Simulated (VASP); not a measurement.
# SiMo3 (P4_2mc) in VASP: a series of runs, part 2 of 2

VASP 6.6.1. Earlier steps stand in the parts before.

## Step 3: Single point, PBEsol (mode 4 (147.8 1/cm) frozen in, largest displacement +0.075 Å)

Contents of INCAR:

```
  ALGO = Fast
  EDIFF = 1E-6
  ENCUT = 520
  GGA = PS
  ISIF = 2
  ISMEAR = 0
  LASPH = True
  LCHARG = False
  LREAL = False
  LWAVE = False
  NBANDS = 56
  NELM = 60
  PREC = Accurate
  SIGMA = 0.15
```

Contents of KPOINTS:

```
k-points
0
Gamma
  8 8 8
```

Contents of POSCAR:

```
SiMo3
1.0
    4.8615851677      0.0000000000      0.0000000000
    0.0000000000      4.8615851677      0.0000000000
    0.0000000000      0.0000000000      4.8615851677
Si Mo
2 6
Direct
    0.0000000000      0.0047182617      0.0000000000
    0.5000000000      0.5047182617      0.5000000000
    0.2500000000      0.0070230052      0.5000000000
    0.5000000000      0.7345729330      0.0000000000
    0.7500000000      0.0070230052      0.5000000000
    0.5000000000      0.2345729330      0.0000000000
    0.0000000000      0.5070230052      0.7500000000
    0.0000000000      0.5070230052      0.2500000000
```

Potentials or basis: VASP PAW PBE potentials, release 64 (Si, Mo_sv).

Launch:

```
> cat potpaw_PBE.64/Si/POTCAR potpaw_PBE.64/Mo_sv/POTCAR > POTCAR
> mpirun -np 1 vasp_std > vasp.out
```

OUTCAR:

```text
EDIFF = 1E-6
   ENCUT = 520
   GGA = PS
   ISIF = 2
   ISMEAR = 0
   LASPH = True
   LREAL = False
   NELM = 60
   PREC = Accurate

 ion  position               nearest neighbor table
   1  0.000  0.005  0.000-   6 2.68   6 2.68   8 2.71   7 2.71   3 2.72   3 2.72   5 2.72   5 2.72
                             7 2.73   8 2.73   4 2.76   4 2.76
   2  0.500  0.505  0.500-   4 2.68   4 2.68   5 2.71   3 2.71   8 2.72   7 2.72   7 2.72   8 2.72
                             3 2.73   5 2.73   6 2.76   6 2.76
   3  0.250  0.007  0.500-   5 2.43   5 2.43   2 2.71   1 2.72   1 2.72   2 2.73   6 2.93   6 2.93
                             7 2.98   7 2.98   8 2.98   8 2.98   4 3.02   4 3.02
   4  0.500  0.735  0.000-   6 2.43   6 2.43   2 2.68   2 2.68   1 2.76   1 2.76   8 2.93   7 2.93
                             7 2.93   8 2.93   3 3.02   5 3.02   3 3.02   5 3.02
   5  0.750  0.007  0.500-   3 2.43   3 2.43   2 2.71   1 2.72   1 2.72   2 2.73   6 2.93   6 2.93
                             7 2.98   7 2.98   8 2.98   8 2.98   4 3.02   4 3.02
   6  0.500  0.235  0.000-   4 2.43   4 2.43   1 2.68   1 2.68   2 2.76   2 2.76   3 2.93   5 2.93
                             5 2.93   3 2.93   8 3.02   7 3.02   7 3.02   8 3.02
   7  0.000  0.507  0.750-   8 2.43   8 2.43   1 2.71   2 2.72   2 2.72   1 2.73   4 2.93   4 2.93
                             3 2.98   5 2.98   5 2.98   3 2.98   6 3.02   6 3.02
[... 1621 lines left out ...]
     55      15.6168      0.00000
     56      15.6964      0.00000

 [... further k-points ...]

------------------------ aborting loop because EDIFF is reached ----------------------------------------

  FORCE on cell =-STRESS in cart. coord.  units (eV):
  Direction    XX          YY          ZZ          XY          YZ          ZX
  --------------------------------------------------------------------------------------
  -------------------------------------------------------------------------------------
  Total        0.6351493      0.5751268      0.6351493      0.0000000      0.0000000      0.0000000
  in kB        8.8563073      8.0193747      8.8563073      0.0000000      0.0000000      0.0000000
  external PRESSURE =       8.5773298 kB  Pullay stress =       0.0000000 kB

 VOLUME and BASIS-vectors are now :
 -----------------------------------------------------------------------------
  energy-cutoff  :      520.00
  volume of cell :      114.90
      direct lattice vectors                 reciprocal lattice vectors
     4.861585168  0.000000000  0.000000000     0.205694226  0.000000000  0.000000000
     0.000000000  4.861585168  0.000000000     0.000000000  0.205694226  0.000000000
     0.000000000  0.000000000  4.861585168     0.000000000  0.000000000  0.205694226

 POSITION                                       TOTAL-FORCE (eV/Angst)
 -----------------------------------------------------------------------------------
      0.00000      0.02294      0.00000         0.000000     -0.050949      0.000000
      2.43079      2.45373      2.43079         0.000000     -0.050949      0.000000
      1.21540      0.03414      2.43079        -0.004995     -0.263208      0.000000
      2.43079      3.57119      0.00000         0.000000      0.577365      0.000000
      3.64619      0.03414      2.43079         0.004995     -0.263208      0.000000
      2.43079      1.14040      0.00000         0.000000      0.577365      0.000000
      0.00000      2.46494      3.64619         0.000000     -0.263208     -0.004995
      0.00000      2.46494      1.21540         0.000000     -0.263208      0.004995
 -----------------------------------------------------------------------------------
    total drift:                                0.000000     -0.000124     -0.000000

  FREE ENERGIE OF THE ION-ELECTRON SYSTEM (eV)
  ---------------------------------------------------
  free  energy   TOTEN  =       -85.0616049532 eV

  energy  without entropy=      -85.0143692007  energy(sigma->0) =      -85.03798708
```

OSZICAR:

```text
N       E                     dE             d eps       ncg     rms          rms(c)
DAV:   1     0.111047391391E+04    0.11105E+04   -0.56121E+04  8464   0.169E+03
DAV:   2    -0.396932650767E+02   -0.11502E+04   -0.11201E+04  9032   0.528E+02
DAV:   3    -0.885463291579E+02   -0.48853E+02   -0.47278E+02 10896   0.978E+01
DAV:   4    -0.895617560592E+02   -0.10154E+01   -0.10037E+01 10216   0.118E+01
DAV:   5    -0.895803786859E+02   -0.18623E-01   -0.18590E-01 10096   0.159E+00    0.477E+01
RMM:   6    -0.853065856597E+02    0.42738E+01   -0.12445E+01  8459   0.153E+01    0.152E+01
RMM:   7    -0.851361905719E+02    0.17040E+00   -0.48983E+00  9327   0.727E+00    0.253E+00
RMM:   8    -0.850720430471E+02    0.64148E-01   -0.87759E-01  8944   0.394E+00    0.237E+00
RMM:   9    -0.850574427100E+02    0.14600E-01   -0.17452E-01 10202   0.158E+00    0.430E-01
RMM:  10    -0.850621361519E+02   -0.46934E-02   -0.57405E-02 11005   0.604E-01    0.419E-01
RMM:  11    -0.850623091424E+02   -0.17299E-03   -0.77296E-03 11033   0.272E-01    0.312E-01
RMM:  12    -0.850615335586E+02    0.77558E-03   -0.41209E-03  9919   0.250E-01    0.644E-02
RMM:  13    -0.850615945635E+02   -0.61005E-04   -0.93391E-04 10590   0.901E-02    0.425E-02
RMM:  14    -0.850616091204E+02   -0.14557E-04   -0.16601E-04 10840   0.366E-02    0.350E-02
RMM:  15    -0.850616033089E+02    0.58115E-05   -0.52710E-05  9987   0.234E-02    0.811E-03
RMM:  16    -0.850616052501E+02   -0.19412E-05   -0.25613E-05  8836   0.109E-02    0.593E-03
RMM:  17    -0.850616049532E+02    0.29685E-06   -0.46217E-06  7906   0.622E-03
   1 F= -.85061605E+02 E0= -.85037987E+02  d E =-.472358E-01
```

It took 20 min on 1 thread of Oxide Virtual Turin-like, shared host; peak memory 0.41 GiB.

What came out:

| Property | Result |
| --- | --- |
| Free energy | -85.0616 eV |
| Pressure | 0.9 GPa |
| Largest force | 0.577 eV/Å |
| Band gap on the k mesh | zero (band 46 reaches 14.17 eV, above the bottom of band 47 at 11.72 eV) |

Forces in eV/Å, atoms in the order of the input:
```
Si   0.000 -0.051  0.000
Si   0.000 -0.051  0.000
Mo  -0.005 -0.263  0.000
Mo   0.000  0.577  0.000
Mo   0.005 -0.263  0.000
Mo   0.000  0.577  0.000
Mo   0.000 -0.263 -0.005
Mo   0.000 -0.263  0.005
```

Levels at points of the mesh, in eV from the Fermi level:
```
           k point  band 43  band 44  band 45  band 46  band 47  band 48  band 49  band 50
(0.00, 0.00, 0.00)    -1.63    -1.61     1.16     1.26     1.26     2.25     2.37     2.46
(0.50, 0.00, 0.00)    -1.74    -1.73     0.26     0.27     0.89     0.93     1.53     1.60
(0.00, 0.50, 0.00)    -1.73    -1.73     0.26     0.26     0.93     0.93     1.53     1.53
(0.50, 0.50, 0.00)    -1.09    -0.91    -0.88    -0.74    -0.70    -0.52    -0.10     0.26
(0.50, 0.00, 0.50)    -1.28    -0.88    -0.88    -0.80    -0.74    -0.40    -0.04     0.26
(0.50, 0.50, 0.50)    -1.21    -1.21    -1.20    -1.20    -1.20    -1.20     1.30     1.30
```

Caveat: the cell differs from its parent crystal (mode 4 (147.8 1/cm) frozen in, largest displacement +0.075 Å); the PAW data sets were made with another functional, which shifts forces and pressure a little.
